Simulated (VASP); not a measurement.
## C: relaxation of cell and atoms with LDA

C:

```
C
1.0
     1.78337    1.78337    0.00000
    -1.78337    1.78337    0.00000
     0.00000    1.78337    1.78337
C
2
Direct
  0.50000 0.50000 0.00000
  0.75000 0.25000 0.50000
```

| Item | Value |
| --- | --- |
| Program | VASP 6.6.1 |
| Task | relaxation of cell and atoms |
| Functional | LDA |
| Potentials or basis | VASP PAW LDA potentials, release 64 (C) |
| Cutoff | 600 eV |
| k mesh | 16 × 16 × 16 |
| Occupations | fermi-dirac, width 0.1 eV |
| Spin | no spin polarisation |
| Dipole correction | no |
| Further INCAR settings | ALGO = Normal; EDIFF = 1e-06; IBRION = 2; EDIFFG = -0.002; NSW = 100; ISIF = 3 |

- Relaxed volume: 5.52 Å³/atom
- Relaxed cell: a = 2.499 Å, b = 2.499 Å, c = 2.499 Å, α = 60.00°, β = 60.00°, γ = 90.00°
- Space group after relaxing (to 0.05 Å): Fd-3m (No. 227)
- Energy gained by relaxing: 6.2 meV/atom
- Ionic steps: 6
- Pressure after relaxing: 0.0 GPa
- Band gap on the k mesh: 4.17 eV, indirect (least direct gap 5.62 eV)

Step by step:
```tsv
step	energy change (eV)	largest force (eV/Å)	pressure (GPa)	volume (Å³)
1	0.0000	0.0000	-12.37	11.34
2	0.0090	0.0000	17.94	10.64
3	-0.0123	0.0000	-0.11	11.03
4	-0.0123	0.0000	0.15	11.03
5	-0.0123	0.0000	-0.15	11.03
6	-0.0123	0.0000	-0.03	11.03
```

Final structure:
```
CELL_PARAMETERS angstrom
1.76682 1.76682 0.00000
-1.76682 1.76682 0.00000
0.00000 1.76682 1.76682
ATOMIC_POSITIONS crystal
C 0.50000 0.50000 0.00000
C 0.75000 0.25000 0.50000
```

Levels at points of the mesh, in eV from the valence-band top:
```tsv
k point	band 2	band 3	band 4	band 5	band 6	band 7
(0.00, 0.00, 0.00)	0.00	0.00	0.00	5.62	5.62	5.62
(0.50, 0.00, 0.00)	-13.67	-2.86	-2.86	8.50	8.50	9.40
(0.50, 0.50, 0.00)	-12.81	-6.46	-6.46	4.77	4.77	17.05
```

Run time: 13 s on 1 thread of Intel(R) Xeon(R) 6975P-C (Granite Rapids) (shared host), peak memory 0.12 GiB.

A k mesh can miss the band edges. Expect the measured gap to be larger: semilocal functionals such as LDA lack the derivative discontinuity.
